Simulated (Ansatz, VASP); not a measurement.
Two plane-wave programs on CeO2

```
Ce O
1.0
     0.00000    2.67642    2.67642
     2.67642    0.00000    2.67642
     2.67642    2.67642    0.00000
Ce O
1 2
Direct
  0.00000 0.00000 0.00000
  0.25000 0.25000 0.25000
  0.75000 0.75000 0.75000
```

Alike in both runs: task single point; functional PBE; k mesh 6 × 6 × 6; no spin polarisation.

|  | VASP | Ansatz |
| --- | --- | --- |
| version | VASP 6.6.1 | Ansatz 0.2.0 |
| potentials or method | VASP PAW PBE potentials, release 64 (Ce, O) | plane waves, PAW |
| plane-wave cutoff (eV) | 520 | 420 |
| occupations | gaussian, width 0.01 eV | fixed |
| valence electrons in the cell | 24 | 24 |

VASP gave:

* gap on the k mesh at the Fermi level (eV): 2.16
* pressure (GPa): 12.3

Question: Which values does Ansatz return?

Answer: gap on the k mesh at the Fermi level (eV): 2.20; pressure (GPa): 12.3.

Spin-orbit coupling is off throughout.
